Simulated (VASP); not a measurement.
A run of VASP 6.6.1 is set up as follows.

Contents of INCAR:

```
ALGO     = Normal         # electronic algorithm
EDIFF    = 1E-6           # SCF threshold, eV
EDIFFG   = -0.005         # ionic threshold
ENCUT    = 600            # plane-wave cutoff, eV
GGA      = PS             # functional
IBRION   = 2              # ionic algorithm
ISIF     = 3              # what is computed and relaxed
ISMEAR   = 0              # smearing method
LASPH    = True           # aspherical terms in the spheres
LCHARG   = False          # write CHGCAR
LREAL    = False          # projectors in reciprocal space
LWAVE    = False          # write WAVECAR
NELM     = 100            # most SCF steps
NSW      = 70             # ionic steps
PREC     = Accurate       # precision mode
SIGMA    = 0.1            # smearing width, eV
```

The input KPOINTS:

```
k-points
0
Gamma
  8 8 8
```

POSCAR

```
Ti3InC
1.0
    4.2462580888      0.0000000000      0.0000000000
    0.0000000000      4.2462580888      0.0000000000
    0.0000000000      0.0000000000      4.2462580888
Ti In C
3 1 1
Direct
    0.5000000000      0.5000000000      0.0000000000
    0.5000000000      0.0000000000      0.5000000000
    0.0000000000      0.5000000000      0.5000000000
    0.0000000000      0.0000000000      0.0000000000
    0.5000000000      0.5000000000      0.5000000000
```

Potentials or basis: VASP PAW PBE potentials, release 64 (Ti_sv, In_d, C).

Command:

```console
$ cat potpaw_PBE.64/Ti_sv/POTCAR potpaw_PBE.64/In_d/POTCAR potpaw_PBE.64/C/POTCAR > POTCAR
$ mpirun -np 1 vasp_std > vasp.out
```

**Question.** What does it give for the relaxed cell?

**Answer.** a = 4.200 Å, b = 4.200 Å, c = 4.200 Å, α = 90.00°, β = 90.00°, γ = 90.00°.

**Question.** Predict the relaxed volume.

**Answer.** 14.82 Å³/atom.

The path:
```tsv
step	energy change (eV)	largest force (eV/Å)	pressure (GPa)	volume (Å³)
1	0.0000	0.0000	-4.90	76.56
2	0.0082	0.0000	6.12	71.49
3	-0.0391	0.0000	-0.02	74.08
```

Caveat: the PAW data sets were made with another functional, which shifts forces and pressure a little.
